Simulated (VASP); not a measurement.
# Be2H3 (P1) in VASP: a series of runs

Runs on Be2H3. Level: PBE. Tasks: relaxation of cell and atoms.

Program: VASP 6.6.1. These are calculated values, not measurements. Logs are shortened: lines on timing, memory, paths and dates and some standing lists are left out, and cuts for length are marked.

## 1. The cell of the first run

The typed cell holds 10 atoms: a = 3.884 Å, b = 4.075 Å, c = 5.849 Å, α = 79.30°, β = 71.54°, γ = 62.33°.

## 2. Relaxation of cell and atoms, PBE

INCAR

```
SYSTEM = Be2H3
PREC = Accurate
ENCUT = 600
EDIFF = 1E-6
ISMEAR = 0
SIGMA = 0.1
LREAL = .FALSE.
LASPH = .TRUE.
NELM = 100
ALGO = Normal
ISIF = 3
LWAVE = .FALSE.
LCHARG = .FALSE.
GGA = PE
IBRION = 2
NSW = 90
EDIFFG = -0.04
```

KPOINTS

```
Automatic mesh
0
G
  6 6 4
  0 0 0
```

POSCAR

```
Be2H3
1.0
    3.8841948240      0.0000000000      0.0000000000
    1.8923724501      3.6088473418      0.0000000000
    1.8517999398      0.2551130314      5.5419965401
Be H
4 6
Direct
    0.8742695520      0.1755042051      0.9888594569
    0.8660061368      0.4972565003      0.6339870923
    0.4417143049      0.2028967194      0.7544234689
    0.0774335904      0.4701366267      0.1734190573
    0.1015046422      0.8036810744      0.0672972687
    0.1597071533      0.3759287331      0.4060027137
    0.4872680408      0.5184722780      0.6256040553
    0.4713631335      0.1785457682      0.0159201011
    0.7766887136      0.8810323111      0.6446924281
    0.7440447323      0.3965457837      0.1897943577
```

Potentials or basis: VASP PAW PBE potentials, release 64 (Be, H).

Started as:

```console
$ cat potpaw_PBE.64/Be/POTCAR potpaw_PBE.64/H/POTCAR > POTCAR
$ mpirun -np 1 vasp_std > vasp.out
```

OUTCAR:

```text
SYSTEM = Be2H3
   PREC = Accurate
   ENCUT = 600
   EDIFF = 1E-6
   ISMEAR = 0
   LREAL = .FALSE.
   LASPH = .TRUE.
   NELM = 100
   ISIF = 3
   GGA = PE
   IBRION = 2
   NSW = 90
   EDIFFG = -0.04

 ion  position               nearest neighbor table
   1  0.874  0.176  0.989-   5 1.43  10 1.43   8 1.52   3 2.24   2 2.24   4 2.26
   2  0.866  0.497  0.634-   6 1.44   9 1.45   7 1.45   1 2.24   3 2.26   3 2.33
   3  0.442  0.203  0.754-   7 1.42   9 1.42   8 1.55   1 2.24   2 2.26   2 2.33
   4  0.077  0.470  0.173-   5 1.42  10 1.43   6 1.44   8 1.56   1 2.26
   5  0.102  0.804  0.067-   4 1.42   1 1.43
   6  0.160  0.376  0.406-   4 1.44   2 1.44
   7  0.487  0.518  0.626-   3 1.42   2 1.45
   8  0.471  0.179  0.016-   1 1.52   3 1.55   4 1.56
   9  0.777  0.881  0.645-   3 1.42   2 1.45
  10  0.744  0.397  0.190-   1 1.43   4 1.43

  Warning from LATTYP: Got some problem with cell dimensions!
  Tried to take original basis but could not verify dimensions!
  LATTYP: Found a triclinic cell.
 ALAT       =    11.6941673603
 B/A-ratio  =     0.8676113040
 C/A-ratio  =     1.1494698590
 COS(alpha) =     0.0033984126
 COS(beta)  =     0.6714289208
 COS(gamma) =     0.7417439892

  Lattice vectors:

 A1 = (   2.0729673945,   3.0986212790, -11.0839930802)
 A2 = (   7.8089621583,   3.3537343104,  -5.5419965401)
 A3 = (  -7.5877947036,  -0.5102260628, -11.0839930802)

Analysis of symmetry for initial positions (statically):
=====================================================================
 Subroutine PRICEL returns:
 Original cell was already a primitive cell.

 Routine SETGRP: Setting up the symmetry group for a
 triclinic supercell.

 Subroutine GETGRP returns: Found  1 space group operations
 (whereof  1 operations were pure point group operations)
 out of a pool of  2 trial point group operations.

The static configuration has the point symmetry C_1 .

Analysis of symmetry for dynamics (positions and initial velocities):
=====================================================================
 Subroutine PRICEL returns:
 Original cell was already a primitive cell.

 Routine SETGRP: Setting up the symmetry group for a
 triclinic supercell.

 Subroutine GETGRP returns: Found  1 space group operations
 (whereof  1 operations were pure point group operations)
 out of a pool of  2 trial point group operations.

The dynamic configuration has the point symmetry C_1 .

 Subroutine INISYM returns: Found  1 space group operations
 (whereof  1 operations are pure point group operations),
 and found     1 'primitive' translations

----------------------------------------------------------------------------------------

                                     Primitive cell

  volume of cell :      77.6847

  direct lattice vectors                    reciprocal lattice vectors
     3.884194824  0.000000000  0.000000000     0.257453615 -0.135001036 -0.079810960
     1.892372450  3.608847342  0.000000000     0.000000000  0.277096786 -0.012755512
     1.851799940  0.255113031  5.541996540     0.000000000  0.000000000  0.180440387

  length of vectors
     3.884194824  4.074905229  5.848758101     0.301458841  0.277390216  0.180440387

  position of ions in fractional coordinates (direct lattice)
     0.874269552  0.175504205  0.988859457
     0.866006137  0.497256500  0.633987092
     0.441714305  0.202896719  0.754423469
     0.077433590  0.470136627  0.173419057
     0.101504642  0.803681074  0.067297269
     0.159707153  0.375928733  0.406002714
     0.487268041  0.518472278  0.625604055
     0.471363133  0.178545768  0.015920101
     0.776688714  0.881032311  0.644692428
     0.744044732  0.396545784  0.189794358

  ion indices of the primitive-cell ions
   primitive index   ion index
                 1           1
                 2           2
                 3           3
                 4           4
                 5           5
                 6           6
                 7           7
                 8           8
                 9           9
                10          10

----------------------------------------------------------------------------------------

 KPOINTS: Automatic mesh

Automatic generation of k-mesh.
 Grid dimensions read from file:
 generate k-points for:    6    6    4

 Generating k-lattice:

  Cartesian coordinates                     Fractional coordinates (reciprocal lattice)
     0.042908936 -0.022500173 -0.013301827     0.166666667 -0.000000000  0.000000000
     0.000000000  0.046182798 -0.002125919     0.000000000  0.166666667  0.000000000
     0.000000000  0.000000000  0.045110097     0.000000000  0.000000000  0.250000000

  Length of vectors
     0.050243140  0.046231703  0.045110097

  Shift w.r.t. Gamma in fractional coordinates (k-lattice)
     0.000000000  0.000000000  0.000000000

 Subroutine IBZKPT returns following result:
 ===========================================

 Found     76 irreducible k-points:

 Following reciprocal coordinates:
            Coordinates               Weight
  0.000000  0.000000  0.000000      1.000000
  0.166667  0.000000  0.000000      2.000000
  0.333333 -0.000000  0.000000      2.000000
  0.500000  0.000000  0.000000      1.000000
  0.000000  0.166667  0.000000      2.000000
  0.166667  0.166667  0.000000      2.000000
[... 16 lines left out ...]
  0.333333 -0.000000  0.250000      2.000000
  0.500000  0.000000  0.250000      2.000000
 [... further k-points ...]
   k-points           NKPTS =     76   k-points in BZ     NKDIM =     76   number of bands    NBANDS=     13
   number of dos      NEDOS =    301   number of ions     NIONS =     10
   total plane-waves  NPLWV =  55296
   dimension x,y,z NGX =    32 NGY =   36 NGZ =   48
   dimension x,y,z NGXF=    64 NGYF=   72 NGZF=   96
   ions per type =               4   6
   NGX,Y,Z   is equivalent  to a cutoff of  13.70, 14.69, 13.64 a.u.
   NGXF,Y,Z  is equivalent  to a cutoff of  27.39, 29.37, 27.29 a.u.
 SYSTEM =  Be2H3
   PREC   = accura    normal or accurate (medium, high low for compatibility)
   ISTART =      0    job   : 0-new  1-cont  2-samecut
   ICHARG =      2    charge: 1-file 2-atom 10-const
   ISPIN  =      1    spin polarized calculation?
   LNONCOLLINEAR =      F non collinear calculations
   LSORBIT =      F    spin-orbit coupling
   LASPH  =      T    aspherical Exc in radial PAW
   ENCUT  =  600.0 eV  44.10 Ry    6.64 a.u.   7.76  8.14 11.68*2*pi/ulx,y,z
   NELM   =    100;   NELMIN=  2; NELMDL= -5     # of ELM steps
   EDIFF  = 0.1E-05   stopping-criterion for ELM
   LREAL  =      F    real-space projection
   EDIFFG = -.4E-01   stopping-criterion for IOM
   NSW    =     90    number of steps for IOM
   IBRION =      2    ionic relax: 0-MD 1-quasi-New 2-CG
   NFREE  =      1    steps in history (QN), initial steepest desc. (CG)
   ISIF   =      3    stress and relaxation
   ISYM   =      2    0-nonsym 1-usesym 2-fastsym
   POTIM  = 0.5000    time-step for ionic-motion
   TEBEG  =    0.0;   TEEND  =   0.0 temperature during run
   PSTRESS=    0.0 pullay stress
   NELECT =      14.0000    total number of electrons
   NUPDOWN=      -1.0000    fix difference up-down
   EMIN   =  10.00;   EMAX   =-10.00  energy-range for DOS
   EFERMI =   0.00;   METHOD = LEGACY
   ISMEAR =     0;   SIGMA  =   0.10  broadening in eV -4-tet -1-fermi 0-gaus
   EFERMI_NEDOS =   21; number of points for ismear=-14 and -15
   IALGO  =     38    algorithm
   IMIX   =      4    mixing-type and parameters
     AMIX     =   0.40;   BMIX     =  1.00
     AMIX_MAG =   1.60;   BMIX_MAG =  1.00
  volume/ion in A,a.u.               =       7.77        52.42
  Fermi-wavevector in a.u.,A,eV,Ry     =   0.924710  1.747449 11.634188  0.855089
  Thomas-Fermi vector in A             =   2.050485
   LORBIT       =      0    0 simple, 1 ext, 2 COOP (PROOUT), +10 PAW based schemes
   GGA     = PE    functional components
   LHFCALC =     F    Hartree Fock is set to
   AEXX    =    0.0000 exact exchange contribution
   IVDW    =     0    specifies the selected vdW correction
   LEPSILON=     F    determine dielectric tensor
   LRPA    =     F    only Hartree local field effects (RPA)
 conjugate gradient relaxation of ions
 non-spin polarized calculation
 Gauss-broadening in eV      SIGMA  =   0.10
  energy-cutoff  :      600.00
  volume of cell :       77.68
 maximum number of plane-waves:      2614
   NGX = 15   NGY = 17   NGZ = 23

 number of electron      14.0000000 magnetization

 Free energy of the ion-electron system (eV)
  ---------------------------------------------------
  ext. energy  EPLUGINS =         0.00000000
  ---------------------------------------------------
  free energy    TOTEN  =       -34.65391365 eV

  energy without entropy =      -34.65391365  energy(sigma->0) =      -34.65391365

 E-fermi :   1.5108     XC(G=0):  -8.4476

 val. band max:        1.0557064950   @ k =   0.0000   0.0000   0.5000
 cond. band min:       2.8850843052   @ k =   0.0000   0.5000   0.5000
 fundamental gap:      1.8293778101
 Fermi energy:         1.5108388385

 k-point     1 :       0.0000    0.0000    0.0000
  band No.  band energies     occupation
      1      -8.5502      2.00000
      2      -5.4342      2.00000
      3      -4.1178      2.00000
      4      -1.9872      2.00000
      5      -1.5898      2.00000
      6      -1.0809      2.00000
      7       0.7749      2.00000
      8       3.8189      0.00000
      9       4.1556      0.00000
     10       5.4163      0.00000
     11       6.3060      0.00000
     12       7.0725      0.00000
     13       8.2414      0.00000
[... 353 lines left out ...]
 k-point    24 :       0.5000    0.0000    0.2500
  band No.  band energies     occupation
      1      -6.6407      2.00000
      2      -5.5170      2.00000
      3      -4.6415      2.00000
      4      -3.5999      2.00000
      5      -2.9701      2.00000
      6      -2.3251      2.00000
      7      -0.5140      2.00000
      8       4.3260      0.00000
      9       4.9571      0.00000
     10       5.7138      0.00000
     11       5.9883      0.00000
     12       8.0958      0.00000
     13       9.2643      0.00000

 [... further k-points ...]
[... 5 lines left out ...]
  --------------------------------------------------------------------------------------
  -------------------------------------------------------------------------------------
  Total        0.1243157      0.0274359      0.0211405     -0.0052809     -0.0046937     -0.0360558
  in kB        2.5638979      0.5658414      0.4360027     -0.1089142     -0.0968039     -0.7436171
  external PRESSURE =       1.1885807 kB  Pullay stress =       0.0000000 kB

 VOLUME and BASIS-vectors are now :
 -----------------------------------------------------------------------------
  energy-cutoff  :      600.00
  volume of cell :       77.68
      direct lattice vectors                 reciprocal lattice vectors
     3.884194824  0.000000000  0.000000000     0.257453615 -0.135001036 -0.079810960
     1.892372450  3.608847342  0.000000000     0.000000000  0.277096786 -0.012755512
     1.851799940  0.255113031  5.541996540     0.000000000  0.000000000  0.180440387

 POSITION                                       TOTAL-FORCE (eV/Angst)
 -----------------------------------------------------------------------------------
      5.55912      0.88564      5.48026        -0.003919     -0.002237     -0.005934
      5.47875      1.95626      3.51355         0.003741     -0.009656     -0.004457
      3.49670      0.92469      4.18101        -0.000788     -0.006383      0.011439
      1.51158      1.74089      0.96109        -0.015856     -0.000311      0.004516
      2.03975      2.91753      0.37296         0.007789      0.007897     -0.001550
      2.08357      1.46025      2.25007         0.001589     -0.000949     -0.000262
      4.03228      2.03069      3.46710         0.001250      0.011535     -0.010161
      2.19822      0.64841      0.08823         0.002406     -0.013338     -0.010175
      5.87789      3.34398      3.57288         0.002357      0.005668      0.000025
      3.99189      1.47949      1.05184         0.001430      0.007774      0.016559
 -----------------------------------------------------------------------------------
    total drift:                                0.000032      0.000087     -0.000031

  FREE ENERGIE OF THE ION-ELECTRON SYSTEM (eV)
  ---------------------------------------------------
  free  energy   TOTEN  =       -34.6539136470 eV

  energy  without entropy=      -34.6539136470  energy(sigma->0) =      -34.65391365

 reached required accuracy - stopping structural energy minimisation
```

Wall time 48 s (1 thread of Intel Xeon Platinum 8488C (Sapphire Rapids), shared host); peak memory 0.26 GiB.

Results:

| Item | Value |
| --- | --- |
| Free energy | -34.6539 eV |
| Pressure after relaxing | 0.1 GPa |
| Largest force after relaxing | 0.018 eV/Å |
| Band gap on the k mesh | 1.83 eV (least direct gap 2.12 eV) |

Forces on the atoms (eV/Å):
```
Be  -0.004 -0.002 -0.006
Be   0.004 -0.010 -0.004
Be  -0.001 -0.006  0.011
Be  -0.016  0.000  0.005
H    0.008  0.008 -0.002
H    0.002 -0.001  0.000
H    0.001  0.012 -0.010
H    0.002 -0.013 -0.010
H    0.002  0.006  0.000
H    0.001  0.008  0.017
```

Final structure:
```
Be H
1.0
     3.88419    0.00000    0.00000
     1.89237    3.60885    0.00000
     1.85180    0.25511    5.54200
Be H
4 6
Direct
  0.87427 0.17550 0.98886
  0.86601 0.49726 0.63399
  0.44171 0.20290 0.75442
  0.07743 0.47014 0.17342
  0.10150 0.80368 0.06730
  0.15971 0.37593 0.40600
  0.48727 0.51847 0.62560
  0.47136 0.17855 0.01592
  0.77669 0.88103 0.64469
  0.74404 0.39655 0.18979
```

Caveat: the relaxation stopped at its first step, so nothing moved. A k mesh can miss the band edges.

(Continued in part 2 of 2.)
